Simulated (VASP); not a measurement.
## In3Se: single point with PBE+D3(BJ)

The system is In3Se.

```xyz
4
Lattice="4.7008 0.0000 0.0000 0.0000 4.7008 0.0000 0.0000 0.0000 4.7008" Properties=species:S:1:pos:R:3 pbc="T T T"
In    0.0000    2.3504    2.3504
In    2.3504    0.0000    2.3504
In    2.3504    2.3504    0.0000
Se    0.0000    0.0000    0.0000
```

- Program: VASP 6.6.1
- Task: single point
- Functional: PBE
- Dispersion: D3(BJ)
- Potentials or basis: VASP PAW PBE potentials, release 64 (In_d, Se)
- Cutoff: 520 eV
- k mesh: 10 × 10 × 10
- Occupations: gaussian, width 0.15 eV
- Spin: no spin polarisation
- Dipole correction: no
- Further INCAR settings: ALGO = Normal; EDIFF = 1e-07; NBANDS = 30

* Pressure: 0.0 GPa
* Band gap on the k mesh: zero (an odd number of electrons rules out a gap without spin polarisation)
* Dispersion energy per atom: -0.340 eV

Levels at points of the mesh, in eV from the Fermi level:
```csv
k point,band 18,band 19,band 20,band 21,band 22,band 23,band 24,band 25,band 26,band 27
"(0.00, 0.00, 0.00)",-3.50,-3.50,-3.50,-2.08,-2.08,1.19,1.19,1.19,4.38,4.38
"(0.50, 0.00, 0.00)",-5.00,-2.62,-2.62,-1.43,-1.08,-0.16,-0.16,1.35,3.98,3.98
"(0.50, 0.50, 0.00)",-6.14,-5.89,-2.08,-0.90,-0.60,-0.60,1.57,1.79,1.79,1.96
"(0.50, 0.50, 0.50)",-4.47,-4.47,-4.36,-4.36,-4.36,-3.41,3.23,3.23,3.23,8.37
```

It took 54 s on 1 thread of Intel(R) Xeon(R) 6975P-C (Granite Rapids), on a shared host, peak memory 0.3 GiB.

Caveat: spin-orbit coupling is left out, which moves the levels of the heavy elements.
